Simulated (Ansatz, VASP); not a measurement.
# CsH: VASP beside Ansatz

```
Cs H
1.0
     3.81841    0.00000    0.00000
     0.00000    3.81841    0.00000
     0.00000    0.00000    3.81841
Cs H
1 1
Direct
  0.00000 0.00000 0.00000
  0.50000 0.50000 0.50000
```

Alike in both runs: functional r2SCAN; k mesh 10 × 10 × 10; occupations fermi-dirac, width 0.1 eV; no spin polarisation.

Ansatz relaxed the structure, and its values are those at the end. VASP's run is a single point on that final structure, the one shown.

```csv
,VASP,Ansatz
version,VASP 6.6.1,Ansatz 0.2.0
potentials or method,"VASP PAW PBE potentials, release 64 (Cs_sv, H)","PAW with Ansatz's default frozen-core files, scalar-relativistic"
plane-wave cutoff (eV),520,500
valence electrons in the cell,10,10
```

```tsv
	VASP	Ansatz	Ansatz less VASP
pressure (GPa)	0.0	0.0	-0.06
```

VASP's potentials were made for PBE, not for r2SCAN. With one functional, cell and mesh, what is left measures potentials, basis and numerics.

Neither program's run includes spin-orbit coupling.
